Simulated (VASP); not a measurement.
# CdSe (P6_3mc) in VASP: a series of runs, part 2 of 2

VASP 6.6.1. The steps go on from the part before.

## 5. Single point, r2SCAN (atoms moved along the polar distortion)

The input, POSCAR:

```
CdSe
1.0
    4.3398318052      0.0000000000      0.0000000000
   -2.1699159026      3.7584045914      0.0000000000
    0.0000000000      0.0000000000      7.0784044757
Cd Se
2 2
Direct
    0.3333333333      0.6666666667     -0.0185601282
    0.6666666667      0.3333333333      0.4814398718
    0.3333333333      0.6666666667      0.3945601282
    0.6666666667      0.3333333333      0.8945601282
```

The input, INCAR.step1:

```
SYSTEM = CdSe
PREC     = Accurate       ! precision mode
ENCUT    = 520            ! plane-wave cutoff, eV
ISMEAR   = 0              ! smearing method
SIGMA    = 0.01           ! smearing width, eV
LREAL    = .FALSE.        ! projectors in reciprocal space
LASPH    = .TRUE.         ! aspherical terms in the spheres
NELM     = 100            ! most SCF steps
NBANDS   = 26             ! bands
GGA      = PE             ! functional
ALGO     = Normal         ! electronic algorithm
EDIFF    = 1E-4           ! SCF threshold, eV
LWAVE    = .TRUE.         ! write WAVECAR
LCHARG   = .FALSE.        ! write CHGCAR
```

The input, INCAR.step2:

```
SYSTEM = CdSe
PREC     = Accurate       ! precision mode
ENCUT    = 520            ! plane-wave cutoff, eV
EDIFF    = 1E-6           ! SCF threshold, eV
ISMEAR   = 0              ! smearing method
SIGMA    = 0.01           ! smearing width, eV
LREAL    = .FALSE.        ! projectors in reciprocal space
LASPH    = .TRUE.         ! aspherical terms in the spheres
NELM     = 100            ! most SCF steps
ALGO     = Normal         ! electronic algorithm
ISIF     = 2              ! what is computed and relaxed
LWAVE    = .FALSE.        ! write WAVECAR
LCHARG   = .TRUE.         ! write CHGCAR
METAGGA  = R2SCAN         ! meta-GGA
LMIXTAU  = .TRUE.       
LELF     = .TRUE.         ! ELF
LVHAR    = .TRUE.       
NBANDS   = 26             ! bands
ISTART   = 1
```

The input, KPOINTS:

```
Automatic mesh
0
G
  9 9 6
  0 0 0
```

Potentials or basis: VASP PAW PBE potentials, release 64 (Cd, Se).

Launch:

```sh
$ cat potpaw_PBE.64/Cd/POTCAR potpaw_PBE.64/Se/POTCAR > POTCAR
$ cp INCAR.step1 INCAR
$ mpirun -np 1 vasp_std > vasp.out
$ cp INCAR.step2 INCAR
$ mpirun -np 1 vasp_std > vasp.out
```

OUTCAR:

```text
SYSTEM = CdSe
   PREC = Accurate
   ENCUT = 520
   EDIFF = 1E-6
   ISMEAR = 0
   LREAL = .FALSE.
   LASPH = .TRUE.
   NELM = 100
   ISIF = 2
   METAGGA = R2SCAN
   ISTART = 1

 ion  position               nearest neighbor table
   1  0.333  0.667  0.981-   4 2.58   4 2.58   4 2.58   3 2.92
   2  0.667  0.333  0.481-   3 2.58   3 2.58   3 2.58   4 2.92
   3  0.333  0.667  0.395-   2 2.58   2 2.58   2 2.58   1 2.92
   4  0.667  0.333  0.895-   1 2.58   1 2.58   1 2.58   2 2.92

  LATTYP: Found a hexagonal cell.
 ALAT       =     4.3398318052
[... 897 lines left out ...]
  --------------------------------------------------------------------------------------
  -------------------------------------------------------------------------------------
  Total        2.1503250      2.1503250     -1.6097006      0.0000000      0.0000000      0.0000000
  in kB       29.8402798     29.8402798    -22.3379797      0.0000000      0.0000000      0.0000000
  external PRESSURE =      12.4475266 kB  Pullay stress =       0.0000000 kB

 VOLUME and BASIS-vectors are now :
 -----------------------------------------------------------------------------
  energy-cutoff  :      520.00
  volume of cell :      115.45
      direct lattice vectors                 reciprocal lattice vectors
     4.339831805  0.000000000  0.000000000     0.230423677  0.133035172  0.000000000
    -2.169915903  3.758404591  0.000000000     0.000000000  0.266070343  0.000000000
     0.000000000  0.000000000  7.078404476     0.000000000  0.000000000  0.141274775

 POSITION                                       TOTAL-FORCE (eV/Angst)
 -----------------------------------------------------------------------------------
     -0.00000      2.50560      6.94703         0.000000     -0.000000      0.655691
      2.16992      1.25280      3.40783        -0.000000     -0.000000      0.655691
     -0.00000      2.50560      2.79286         0.000000      0.000000     -0.655691
      2.16992      1.25280      6.33206        -0.000000      0.000000     -0.655691
 -----------------------------------------------------------------------------------
    total drift:                               -0.000000      0.000000     -0.001271

  FREE ENERGIE OF THE ION-ELECTRON SYSTEM (eV)
  ---------------------------------------------------
  free  energy   TOTEN  =       -71.6189245354 eV

  energy  without entropy=      -71.6189245354  energy(sigma->0) =      -71.61892454
```

OSZICAR.step1:

```text
N       E                     dE             d eps       ncg     rms          rms(c)
DAV:   1     0.240309731320E+03    0.24031E+03   -0.17058E+04  2504   0.124E+03
DAV:   2     0.127788569498E+01   -0.23903E+03   -0.23143E+03  2716   0.308E+02
DAV:   3    -0.114430217045E+02   -0.12721E+02   -0.12651E+02  3004   0.709E+01
DAV:   4    -0.115486468935E+02   -0.10563E+00   -0.10551E+00  2710   0.607E+00
DAV:   5    -0.115492982351E+02   -0.65134E-03   -0.65132E-03  2854   0.466E-01    0.877E+00
DAV:   6    -0.107901793704E+02    0.75912E+00   -0.13087E+00  2898   0.112E+01    0.687E+00
DAV:   7    -0.107552057816E+02    0.34974E-01   -0.56432E-01  2644   0.380E+00    0.262E+00
DAV:   8    -0.107538446962E+02    0.13611E-02   -0.58715E-02  2584   0.243E+00    0.401E-01
DAV:   9    -0.107539082545E+02   -0.63558E-04   -0.79781E-03  2700   0.103E+00    0.111E-01
DAV:  10    -0.107540443652E+02   -0.13611E-03   -0.89584E-04  2648   0.326E-01    0.720E-02
DAV:  11    -0.107541535352E+02   -0.10917E-03   -0.24657E-04  2184   0.949E-02    0.317E-02
DAV:  12    -0.107541437835E+02    0.97516E-05   -0.49580E-05  1518   0.784E-02
   1 F= -.10754144E+02 E0= -.10754144E+02  d E =-.330466E-42
```

It took 4.3 min on 1 thread of AMD EPYC 9R45 (Zen 5), shared host; peak memory 0.29 GiB.

What came out:

```yaml
Free_energy: -71.6189 eV
Pressure: 1.2 GPa
Largest_force: 0.656 eV/Å
Band_gap_on_the_k_mesh: 1.20 eV
```

Forces in eV/Å, atoms in the order of the input:
```
Cd   0.000  0.000  0.656
Cd   0.000  0.000  0.656
Se   0.000  0.000 -0.656
Se   0.000  0.000 -0.656
```

Stress tensor (GPa, compression positive):
```
 2.98  0.00  0.00
 0.00  2.98  0.00
 0.00  0.00 -2.23
```

Caveat: the cell differs from its parent crystal (atoms moved along the polar distortion); the stress differs along the axes, from -2 to 3 GPa; the PAW data sets were made with another functional, which shifts forces and pressure a little.

## 6. Single point, r2SCAN (atoms moved along the polar distortion)

The input, POSCAR:

```
CdSe
1.0
    4.3398318052      0.0000000000      0.0000000000
   -2.1699159026      3.7584045914      0.0000000000
    0.0000000000      0.0000000000      7.0784044757
Cd Se
2 2
Direct
    0.3333333333      0.6666666667     -0.0278686722
    0.6666666667      0.3333333333      0.4721313278
    0.3333333333      0.6666666667      0.4038686722
    0.6666666667      0.3333333333      0.9038686722
```

The input, INCAR.step1:

```
SYSTEM = CdSe
ALGO = Normal ; EDIFF = 1E-4
ENCUT = 520 ; GGA = PE
ISMEAR = 0 ; LASPH = .TRUE.
LCHARG = .FALSE. ; LREAL = .FALSE.
LWAVE = .TRUE. ; NBANDS = 26
NELM = 60 ; PREC = Accurate
SIGMA = 0.01
```

The input, INCAR.step2:

```
SYSTEM = CdSe
ALGO = Normal ; EDIFF = 1E-7
ENCUT = 520 ; ISIF = 2
ISMEAR = 0 ; ISTART = 1
LASPH = .TRUE. ; LCHARG = .TRUE.
LELF = .TRUE. ; LMIXTAU = .TRUE.
LREAL = .FALSE. ; LVHAR = .TRUE.
LWAVE = .FALSE. ; METAGGA = R2SCAN
NBANDS = 26 ; NELM = 60
PREC = Accurate ; SIGMA = 0.01
```

The input, KPOINTS:

```
k-points
0
G
  9 9 6
  0 0 0
```

Potentials or basis: VASP PAW PBE potentials, release 64 (Cd, Se).

Launch:

```sh
$ cat potpaw_PBE.64/Cd/POTCAR potpaw_PBE.64/Se/POTCAR > POTCAR
$ cp INCAR.step1 INCAR
$ mpirun -np 1 vasp_std > vasp.out
$ cp INCAR.step2 INCAR
$ mpirun -np 1 vasp_std > vasp.out
```

OUTCAR:

```text
SYSTEM = CdSe
   EDIFF = 1E-7
   ENCUT = 520
   ISIF = 2
   ISMEAR = 0
   ISTART = 1
   LASPH = .TRUE.
   LREAL = .FALSE.
   METAGGA = R2SCAN
   NELM = 60
   PREC = Accurate

 ion  position               nearest neighbor table
   1  0.333  0.667  0.972-   4 2.55   4 2.55   4 2.55   3 3.06
   2  0.667  0.333  0.472-   3 2.55   3 2.55   3 2.55   4 3.06
   3  0.333  0.667  0.404-   2 2.55   2 2.55   2 2.55   1 3.06
   4  0.667  0.333  0.904-   1 2.55   1 2.55   1 2.55   2 3.06

  LATTYP: Found a hexagonal cell.
 ALAT       =     4.3398318052
 C/A-ratio  =     1.6310319831

  Lattice vectors:

 A1 = (   4.3398318052,   0.0000000000,   0.0000000000)
 A2 = (  -2.1699159026,   3.7584045914,   0.0000000000)
 A3 = (   0.0000000000,   0.0000000000,   7.0784044757)

Analysis of symmetry for initial positions (statically):
=====================================================================
 Subroutine PRICEL returns:
 Original cell was already a primitive cell.

 Routine SETGRP: Setting up the symmetry group for a
 hexagonal supercell.
[... 170 lines left out ...]

  energy without entropy =      -71.43715754  energy(sigma->0) =      -71.43715754

 E-fermi :   0.4478     XC(G=0):  -9.2834

 val. band max:        0.3735892663   @ k =   0.0000   0.0000   0.0000
 cond. band min:       1.6698431333   @ k =   0.0000   0.0000   0.0000
 fundamental gap:      1.2962538670
 Fermi energy:         0.4477541760

 k-point     1 :       0.0000    0.0000    0.0000
  band No.  band energies     occupation
      1     -12.5454      2.00000
      2     -12.2335      2.00000
      3      -7.8547      2.00000
      4      -7.8547      2.00000
      5      -7.8393      2.00000
      6      -7.8392      2.00000
[... 685 lines left out ...]
     25       9.2960      0.00000
     26       9.2960      0.00000

 [... further k-points ...]

------------------------ aborting loop because EDIFF is reached ----------------------------------------

  FORCE on cell =-STRESS in cart. coord.  units (eV):
  Direction    XX          YY          ZZ          XY          YZ          ZX
  --------------------------------------------------------------------------------------
  -------------------------------------------------------------------------------------
  Total        3.0881102      3.0881102     -1.7183985      0.0000000      0.0000000      0.0000000
  in kB       42.8540196     42.8540196    -23.8463912      0.0000000      0.0000000      0.0000000
  external PRESSURE =      20.6205493 kB  Pullay stress =       0.0000000 kB

 VOLUME and BASIS-vectors are now :
 -----------------------------------------------------------------------------
  energy-cutoff  :      520.00
  volume of cell :      115.45
      direct lattice vectors                 reciprocal lattice vectors
     4.339831805  0.000000000  0.000000000     0.230423677  0.133035172  0.000000000
    -2.169915903  3.758404591  0.000000000     0.000000000  0.266070343  0.000000000
     0.000000000  0.000000000  7.078404476     0.000000000  0.000000000  0.141274775

 POSITION                                       TOTAL-FORCE (eV/Angst)
 -----------------------------------------------------------------------------------
     -0.00000      2.50560      6.88114         0.000000     -0.000000      0.699552
      2.16992      1.25280      3.34194        -0.000000      0.000000      0.699552
     -0.00000      2.50560      2.85875         0.000000     -0.000000     -0.699552
      2.16992      1.25280      6.39795        -0.000000      0.000000     -0.699552
 -----------------------------------------------------------------------------------
    total drift:                               -0.000000     -0.000000      0.001829

  FREE ENERGIE OF THE ION-ELECTRON SYSTEM (eV)
  ---------------------------------------------------
  free  energy   TOTEN  =       -71.4371575436 eV

  energy  without entropy=      -71.4371575436  energy(sigma->0) =      -71.43715754
```

It took 5.6 min on 1 thread of AMD EPYC 9R45 (Zen 5), shared host; peak memory 0.29 GiB.

What came out:

| Property | Result |
| --- | --- |
| Free energy | -71.4372 eV |
| Pressure | 2.1 GPa |
| Largest force | 0.700 eV/Å |
| Band gap on the k mesh | 1.30 eV |

Forces in eV/Å, atoms in the order of the input:
```
Cd   0.000  0.000  0.700
Cd   0.000  0.000  0.700
Se   0.000  0.000 -0.700
Se   0.000  0.000 -0.700
```

Caveat: the cell differs from its parent crystal (atoms moved along the polar distortion); the stress differs along the axes, from -2 to 4 GPa; the PAW data sets were made with another functional, which shifts forces and pressure a little. A k mesh can miss the band edges.

## 7. Overview

| cell | smearing | gap on the mesh (eV) | pressure (GPa) | largest force (eV/Å) |
| --- | --- | --- | --- | --- |
| a = 4.340, b = 4.340, c = 7.078 Å, angles 90.0, 90.0, 120.0°, 4 atoms, atomic positions A | gaussian 0.02 eV | 1.09 | 0.2 | - |
| a = 4.340, b = 4.340, c = 7.078 Å, angles 90.0, 90.0, 120.0°, 4 atoms, atomic positions A | gaussian 0.01 eV | 1.09 | 0.2 | - |
| a = 4.340, b = 4.340, c = 7.078 Å, angles 90.0, 90.0, 120.0°, 4 atoms, atomic positions B | gaussian 0.01 eV | 1.14 | 0.6 | 0.44 |
| a = 4.340, b = 4.340, c = 7.078 Å, angles 90.0, 90.0, 120.0°, 4 atoms, atomic positions C | gaussian 0.01 eV | 1.20 | 1.2 | 0.66 |
| a = 4.340, b = 4.340, c = 7.078 Å, angles 90.0, 90.0, 120.0°, 4 atoms, atomic positions D | gaussian 0.01 eV | 1.30 | 2.1 | 0.70 |

Alike in all rows: task single point; level r2SCAN; potentials or basis VASP PAW PBE potentials, release 64 (Cd, Se); no spin polarisation; k mesh 9 × 9 × 6; cutoff (eV) 520.

Caveats: the PAW data sets were made with another functional, which shifts forces and pressure a little; the stress differs along the axes, from -2 to 3 GPa (at least some runs); the stress differs along the axes, from -2 to 4 GPa (at least some runs).

Total energies depend on the potentials used, so only differences within one code and one set of settings carry meaning.
